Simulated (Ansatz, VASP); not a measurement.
FeCo in VASP and in Ansatz

Contents of INCAR:

```
ALGO = Normal
EDIFF = 1E-8
ENCUT = 520
GGA = PE
GGA_COMPAT = False
ISIF = 2
ISMEAR = -1
ISPIN = 2
LASPH = True
LCHARG = False
LEFG = True
LMAXMIX = 4
LORBIT = 11
LREAL = False
LWAVE = False
MAGMOM = 3 2
NBANDS = 20
NELM = 200
PREC = Accurate
SIGMA = 0.05
```

File KPOINTS:

```
k-points
0
Gamma
  13 13 13
```

File POSCAR:

```
FeCo
1.0
    2.9038443914      0.0000000000      0.0000000000
    0.0000000000      2.9038443914      0.0000000000
    0.0000000000      0.0000000000      2.9038443914
Fe Co
1 1
Direct
    0.5000000000      0.5000000000      0.5000000000
    0.0000000000      0.0000000000      0.0000000000
```

Input for Ansatz:

```yaml
crystal:
  lattice:
    - [2.9038443914, 0.0, 0.0]
    - [0.0, 2.9038443914, 0.0]
    - [0.0, 0.0, 2.9038443914]
  atoms:
    - { symbol: Fe, position: [0.5, 0.5, 0.5], spin: 3.0 }
    - { symbol: Co, position: [0.0, 0.0, 0.0], spin: 2.0 }
magnetization:
  spin_polarized: true
kpoints:
  mp_grid: { grid: [13, 13, 13] }
scf:
  occupations: { method: fermi_dirac, width: 0.05 }
hamiltonian:
  xc: pbe
  pseudopotentials: { kind: paw }
output:
  forces: true
  stress: true
  eigenvalues: true
  efg: { contact_densities: true }
```

Change from the starting cell: volume scaled by 1.05, PAW files.

Alike in both runs: task electric field gradients; functional PBE; k mesh 13 × 13 × 13; occupations fermi-dirac, width 0.05 eV; collinear spin.

|  | VASP | Ansatz |
| --- | --- | --- |
| version | VASP 6.6.1 | Ansatz 0.2.0 |
| potentials or method | VASP PAW PBE potentials, release 64 (Fe, Co) | PAW with Ansatz's default frozen-core files, scalar-relativistic |
| plane-wave cutoff (eV) | 520 | 420 |
| valence electrons in the cell | 17 | 33 |

|  | VASP | Ansatz | Ansatz less VASP |
| --- | --- | --- | --- |
| pressure (GPa) | -10.6 | -10.3 | +0.31 |
| net moment per atom (μB) | 2.29 | 2.30 | +0.010 |
| size of the moment on the site where the two differ most (μB) | 1.78 | 1.85 | +0.067 |

Site moments also hang on the region over which each program counts them. With one functional, cell and mesh, what is left measures potentials, basis and numerics. VASP's potentials hold 17 valence electrons a cell and Ansatz's 33, so a difference there can come from the potentials and not from the codes.
